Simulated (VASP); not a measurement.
# YH3O3 (Pm) in VASP: electric field gradients with r2SCAN

Aim: the electric field gradients of YH3O3 with r2SCAN.

Everything below comes from runs of VASP 6.6.1. Logs are shortened: lines on timing, memory, paths and dates and some standing lists are left out, and cuts for length are marked.

## Step 1: The cell of the first run

It takes space group Pm (No. 6, monoclinic). The conventional cell has a = 6.367 Å, b = 3.484 Å, c = 6.463 Å, α = 90.00°, β = 118.32°, γ = 90.00°. Within 3.2 Å of Y (site symmetry m) lie 9 O at 2.39 to 2.69 Å and 8 H at 2.73 to 3.19 Å. Y (site symmetry m) has 9 O at 2.39 to 2.66 Å and 7 H at 2.72 to 3.17 Å within 3.2 Å. H (site symmetry m) has 1 O at 0.97 Å within 1.3 Å. H (site symmetry m) has 1 O at 0.97 Å within 1.3 Å. H (site symmetry m) has 1 O at 0.97 Å within 1.3 Å. H (site symmetry m) has 1 O at 0.97 Å within 1.3 Å. Within 1.3 Å of H (site symmetry m) lie 1 O at 0.97 Å. H (site symmetry m) has 1 O at 0.97 Å within 1.3 Å.

## Step 2: Electric field gradients, r2SCAN

File POSCAR:

```
YH3O3
1.0
    6.3669120000      0.0000000000      0.0000000000
    0.0000000000      3.4844310000      0.0000000000
   -3.0659550000      0.0000000000      5.6892060000
Y H O
2 6 6
Direct
    0.3406530000      0.5000000000      0.6774860000
    0.6515690000      0.0000000000      0.3284130000
    0.8466030000      0.5000000000      0.1387160000
    0.2615620000      0.5000000000      0.1344940000
    0.8541950000      0.5000000000      0.6943570000
    0.1311790000      0.0000000000      0.8596720000
    0.7296990000      0.0000000000      0.8707410000
    0.1391520000      0.0000000000      0.3084410000
    0.8996560000      0.5000000000      0.3069470000
    0.3853340000      0.5000000000      0.0868970000
    0.6818560000      0.5000000000      0.5949210000
    0.0885390000      0.0000000000      0.6938810000
    0.6054190000      0.0000000000      0.9176710000
    0.3109280000      0.0000000000      0.4110180000
```

File INCAR.step1:

```
SYSTEM = YH3O3
PREC = Accurate
ENCUT = 520
ISMEAR = -1
SIGMA = 0.02
LREAL = .FALSE.
LASPH = .TRUE.
NELM = 100
NBANDS = 45
GGA = PE
ALGO = Normal
EDIFF = 1E-4
LWAVE = .TRUE.
LCHARG = .FALSE.
```

File INCAR.step2:

```
SYSTEM = YH3O3
PREC = Accurate
ENCUT = 520
EDIFF = 1E-8
ISMEAR = -1
SIGMA = 0.02
LREAL = .FALSE.
LASPH = .TRUE.
NELM = 100
ALGO = Normal
ISIF = 2
LWAVE = .FALSE.
LCHARG = .FALSE.
METAGGA = R2SCAN
LMIXTAU = .TRUE.
LEFG = .TRUE.
NBANDS = 45
ISTART = 1
```

File KPOINTS:

```
regular mesh
0
G
  4 7 4
  0 0 0
```

Potentials or basis: VASP PAW PBE potentials, release 64 (Y_sv, H, O).

Run with:

```console
> cat potpaw_PBE.64/Y_sv/POTCAR potpaw_PBE.64/H/POTCAR potpaw_PBE.64/O/POTCAR > POTCAR
> cp INCAR.step1 INCAR
> mpirun -np 1 vasp_std > vasp.out
> cp INCAR.step2 INCAR
> mpirun -np 1 vasp_std > vasp.out
```

OUTCAR:

```text
SYSTEM = YH3O3
   PREC = Accurate
   ENCUT = 520
   EDIFF = 1E-8
   ISMEAR = -1
   LREAL = .FALSE.
   LASPH = .TRUE.
   NELM = 100
   ISIF = 2
   METAGGA = R2SCAN
   ISTART = 1

 ion  position               nearest neighbor table
   1  0.341  0.500  0.677-  14 2.39  14 2.39  12 2.41  12 2.41  13 2.41  13 2.41  11 2.47  10 2.52
                             9 2.69   2 4.03   2 4.03   2 4.09   2 4.09   2 4.24   2 4.24
   2  0.652  0.000  0.328-  11 2.39  11 2.39   9 2.40   9 2.40  10 2.42  10 2.42  14 2.47  13 2.53
                            12 2.66   1 4.03   1 4.03   1 4.09   1 4.09   1 4.24   1 4.24
   3  0.847  0.500  0.139-   9 0.97
   4  0.262  0.500  0.134-  10 0.97
   5  0.854  0.500  0.694-  11 0.97
   6  0.131  0.000  0.860-  12 0.97
   7  0.730  0.000  0.871-  13 0.97
   8  0.139  0.000  0.308-  14 0.97
   9  0.900  0.500  0.307-   3 0.97   2 2.40   2 2.40   1 2.69
  10  0.385  0.500  0.087-   4 0.97   2 2.42   2 2.42   1 2.52
  11  0.682  0.500  0.595-   5 0.97   2 2.39   2 2.39   1 2.47
  12  0.089  0.000  0.694-   6 0.97   1 2.41   1 2.41   2 2.66
  13  0.605  0.000  0.918-   7 0.97   1 2.41   1 2.41   2 2.53
  14  0.311  0.000  0.411-   8 0.97   1 2.39   1 2.39   2 2.47

  LATTYP: Found a simple monoclinic cell.
 ALAT       =     6.3669120000
 B/A-ratio  =     0.5472717386
 C/A-ratio  =     1.0150525990
 COS(beta)  =    -0.4744040429

  Lattice vectors:

 A1 = (   6.3669120000,   0.0000000000,   0.0000000000)
 A2 = (   0.0000000000,   3.4844310000,   0.0000000000)
 A3 = (  -3.0659550000,   0.0000000000,   5.6892060000)

Analysis of symmetry for initial positions (statically):
=====================================================================
 Subroutine PRICEL returns:
 Original cell was already a primitive cell.

 Routine SETGRP: Setting up the symmetry group for a
 simple monoclinic supercell.

 Subroutine GETGRP returns: Found  2 space group operations
 (whereof  2 operations were pure point group operations)
 out of a pool of  4 trial point group operations.

The static configuration has the point symmetry C_1h.

Analysis of symmetry for dynamics (positions and initial velocities):
=====================================================================
 Subroutine PRICEL returns:
 Original cell was already a primitive cell.

 Routine SETGRP: Setting up the symmetry group for a
 simple monoclinic supercell.
[... 1336 lines left out ...]
      0.09177      1.74222      3.85436        -0.127618      0.000000     -0.062725
      3.14158      0.00000      1.86841         0.097875      0.000000      0.006808
      4.96495      1.74222      0.78918         0.005151      0.000000      0.319025
      1.25299      1.74222      0.76516         0.294044      0.000000     -0.059535
      3.30972      1.74222      3.95034        -0.268023      0.000000     -0.081146
     -1.80051      0.00000      4.89085         0.086007      0.000000     -0.261895
      1.97628      0.00000      4.95382        -0.301351      0.000000      0.052271
     -0.05970      0.00000      1.75478         0.234232      0.000000      0.102977
      4.78694      1.74222      1.74628         0.019397      0.000000     -0.158627
      2.18697      1.74222      0.49437        -0.093680      0.000000      0.115337
      2.51732      1.74222      3.38463         0.238038      0.000000      0.100700
     -1.56369      0.00000      3.94763        -0.035915      0.000000      0.139842
      1.04111      0.00000      5.22082         0.097960      0.000000     -0.133656
      0.71949      0.00000      2.33837        -0.246116      0.000000     -0.079373
 -----------------------------------------------------------------------------------
    total drift:                                0.000139      0.000000     -0.001648

  FREE ENERGIE OF THE ION-ELECTRON SYSTEM (eV)
  ---------------------------------------------------
  free  energy   TOTEN  =      -126.5651102808 eV

  energy  without entropy=     -126.5651102808  energy(sigma->0) =     -126.56511028

 Electric field gradients (V/A^2)
---------------------------------------------------------------------
 ion       V_xx      V_yy      V_zz      V_xy      V_xz      V_yz
---------------------------------------------------------------------
   1      21.666   -61.337    39.671     0.000    17.644    -0.000
   2      19.170   -59.886    40.717    -0.000    16.114    -0.000
   3     -18.222   -21.297    39.519     0.000   -12.396    -0.000
   4      38.151   -21.441   -16.710    -0.000   -16.127     0.000
   5      19.458   -21.187     1.729    -0.000    29.553    -0.000
   6     -16.752   -21.464    38.216    -0.000   -16.046     0.000
   7      38.285   -21.416   -16.870     0.000   -15.886     0.000
   8      18.136   -21.243     3.107    -0.000    29.946    -0.000
   9     -48.150   -64.463   112.614     0.000   -42.820     0.000
  10     117.954   -66.227   -51.727    -0.000   -41.069     0.000
  11      52.739   -65.507    12.768     0.000    86.565    -0.000
  12     -43.213   -64.454   107.667    -0.000   -53.488    -0.000
  13     118.086   -64.871   -53.214     0.000   -40.537     0.000
  14      48.388   -65.251    16.864     0.000    87.456    -0.000
---------------------------------------------------------------------

 Electric field gradients after diagonalization (V/A^2)
 (convention: |V_zz| > |V_xx| > |V_yy|)
----------------------------------------------------------------------
 ion       V_xx      V_yy      V_zz     asymmetry (V_yy - V_xx)/ V_zz
----------------------------------------------------------------------
   1      50.477    10.860   -61.337       0.646
   2      49.327    10.559   -59.886       0.647
   3     -21.297   -20.771    42.068       0.013
   4     -21.441   -21.100    42.541       0.008
   5     -21.187   -20.260    41.447       0.022
   6     -21.464   -21.093    42.557       0.009
   7     -21.416   -21.118    42.534       0.007
   8     -21.243   -20.253    41.496       0.024
   9     -64.463   -58.844   123.308       0.046
  10     -66.227   -61.145   127.372       0.040
  11     -65.507   -56.088   121.595       0.077
  12     -64.454   -60.251   124.704       0.034
  13     -64.871   -62.323   127.194       0.020
  14     -65.251   -56.239   121.490       0.074
----------------------------------------------------------------------

           NMR quadrupolar parameters

 Cq : quadrupolar parameter    Cq=e*Q*V_zz/h
 eta: asymmetry parameters     (V_yy - V_xx)/ V_zz
 Q  : nuclear electric quadrupole moment in mb (millibarn)
----------------------------------------------------------------------
 ion       Cq(MHz)       eta       Q (mb)
----------------------------------------------------------------------
   1      -0.148       0.646       1.000
   2      -0.145       0.647       1.000
   3       0.102       0.013       1.000
   4       0.103       0.008       1.000
   5       0.100       0.022       1.000
   6       0.103       0.009       1.000
   7       0.103       0.007       1.000
   8       0.100       0.024       1.000
   9       0.298       0.046       1.000
  10       0.308       0.040       1.000
  11       0.294       0.077       1.000
  12       0.302       0.034       1.000
  13       0.308       0.020       1.000
  14       0.294       0.074       1.000
----------------------------------------------------------------------
```

OUTCAR.step1:

```text
SYSTEM = YH3O3
   PREC = Accurate
   ENCUT = 520
   ISMEAR = -1
   LREAL = .FALSE.
   LASPH = .TRUE.
[... 1402 lines left out ...]
     -1.56369      0.00000      3.94763         0.009361      0.000000     -0.158727
      1.04111      0.00000      5.22082        -0.172655      0.000000     -0.024090
      0.71949      0.00000      2.33837         0.023379      0.000000      0.092086
 -----------------------------------------------------------------------------------
    total drift:                               -0.000361      0.000000     -0.000042

  FREE ENERGIE OF THE ION-ELECTRON SYSTEM (eV)
  ---------------------------------------------------
  free  energy   TOTEN  =       -90.1533711521 eV

  energy  without entropy=      -90.1533711521  energy(sigma->0) =      -90.15337115
```

OSZICAR.step1:

```text
N       E                     dE             d eps       ncg     rms          rms(c)
DAV:   1     0.402868698694E+03    0.40287E+03   -0.33757E+04  3616   0.140E+03
DAV:   2    -0.716356673274E+02   -0.47450E+03   -0.45488E+03  4532   0.348E+02
DAV:   3    -0.101847899012E+03   -0.30212E+02   -0.30056E+02  4776   0.826E+01
DAV:   4    -0.103422915684E+03   -0.15750E+01   -0.15729E+01  5891   0.131E+01
DAV:   5    -0.103447332014E+03   -0.24416E-01   -0.24414E-01  4537   0.165E+00    0.395E+01
DAV:   6    -0.902948536246E+02    0.13152E+02   -0.47493E+01  4117   0.328E+01    0.366E+01
DAV:   7    -0.903279125697E+02   -0.33059E-01   -0.42057E+00  4888   0.790E+00    0.264E+01
DAV:   8    -0.902433301712E+02    0.84582E-01   -0.14119E+00  4357   0.629E+00    0.549E+00
DAV:   9    -0.901492854995E+02    0.94045E-01   -0.47769E-01  4639   0.330E+00    0.489E-01
DAV:  10    -0.901519913389E+02   -0.27058E-02   -0.22756E-02  4264   0.807E-01    0.413E-01
DAV:  11    -0.901529905301E+02   -0.99919E-03   -0.17553E-03  4049   0.210E-01    0.993E-02
DAV:  12    -0.901533466856E+02   -0.35616E-03   -0.41273E-04  3499   0.107E-01    0.306E-02
DAV:  13    -0.901533711521E+02   -0.24466E-04   -0.58951E-05  2909   0.447E-02
   1 F= -.90153371E+02 E0= -.90153371E+02  d E =-.275925E-11
```

Run time: 13 min. Hardware: 1 thread of Intel Xeon Platinum 8488C (Sapphire Rapids), shared host; peak memory 0.39 GiB.

Results:

| Item | Value |
| --- | --- |
| Free energy | -126.5651 eV |
| Pressure | -3.8 GPa |
| Largest force | 0.319 eV/Å |
| Band gap on the k mesh | 4.40 eV, direct |

Forces on the atoms (eV/Å):
```
Y   -0.128  0.000 -0.063
Y    0.098  0.000  0.007
H    0.005  0.000  0.319
H    0.294  0.000 -0.060
H   -0.268  0.000 -0.081
H    0.086  0.000 -0.262
H   -0.301  0.000  0.052
H    0.234  0.000  0.103
O    0.019  0.000 -0.159
O   -0.094  0.000  0.115
O    0.238  0.000  0.101
O   -0.036  0.000  0.140
O    0.098  0.000 -0.134
O   -0.246  0.000 -0.079
```

Stress tensor (GPa, compression positive):
```
-5.04  0.00 -0.18
 0.00 -1.94  0.00
-0.18  0.00 -4.50
```

Electric field gradients, principal values (V/Å²):
| atom | least | middle | greatest (by size) |
| --- | --- | --- | --- |
| 1 Y | 10.860 | 50.477 | -61.337 |
| 2 Y | 10.559 | 49.327 | -59.886 |
| 3 H | -20.771 | -21.297 | 42.068 |
| 4 H | -21.100 | -21.441 | 42.541 |
| 5 H | -20.260 | -21.187 | 41.447 |
| 6 H | -21.093 | -21.464 | 42.557 |
| 7 H | -21.118 | -21.416 | 42.534 |
| 8 H | -20.253 | -21.243 | 41.496 |
| 9 O | -58.844 | -64.463 | 123.308 |
| 10 O | -61.145 | -66.227 | 127.372 |
| 11 O | -56.088 | -65.507 | 121.595 |
| 12 O | -60.251 | -64.454 | 124.704 |
| 13 O | -62.323 | -64.871 | 127.194 |
| 14 O | -56.239 | -65.251 | 121.490 |

Caveat: without QUAD_EFG the Cq values of the log hold for a quadrupole moment of 1 mb, not for the nuclei; the PAW data sets were made with another functional, which shifts forces and pressure a little.
